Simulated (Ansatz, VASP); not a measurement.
# Ta2Si: VASP beside Ansatz

```
Ta Si
1.0
    -3.06838    3.06838    2.51990
     3.06838   -3.06838    2.51990
     3.06838    3.06838   -2.51990
Ta Si
4 2
Direct
  0.67171 0.84558 0.51728
  0.84558 0.32829 0.17387
  0.32829 0.15442 0.48272
  0.15442 0.67171 0.82613
  0.26207 0.26207 0.00000
  0.73793 0.73793 0.00000
```

Change from the starting cell: mode 4 (110.0 1/cm) frozen in, largest displacement +0.075 Å.

Alike in both runs: task single point; functional PBEsol; k mesh 12 × 12 × 12; occupations gaussian, width 0.15 eV; no spin polarisation.

|  | VASP | Ansatz |
| --- | --- | --- |
| version | VASP 6.6.1 | Ansatz 0.2.0 |
| potentials or method | VASP PAW PBE potentials, release 64 (Ta_pv, Si), cutoff 520 eV | scalar-relativistic, plane waves, PAW |
| valence electrons in the cell | 52 | 60 |

Ansatz gave:

```
gap on the k mesh at the Fermi level (eV)                     : none
pressure (GPa)                                                : 0.6
traceless stress, the component that is largest in VASP (GPa) : 1.38
rms of the force components (eV/Å)                            : 0.312
```

**Question.** What did VASP give for the same quantities?

**Answer.** gap on the k mesh at the Fermi level (eV): none; pressure (GPa): 0.9; traceless stress, the component that is largest in VASP (GPa): 1.35; rms of the force components (eV/Å): 0.313.

VASP's potentials were made for PBE, not for PBEsol. Atom by atom the forces differ by 0.004 eV/Å (rms over components). A gap of «none» marks a metal or a gap that the smearing closes. VASP's potentials hold 52 valence electrons a cell and Ansatz's 60, so a difference there can come from the potentials and not from the codes.

Spin-orbit coupling is off throughout.
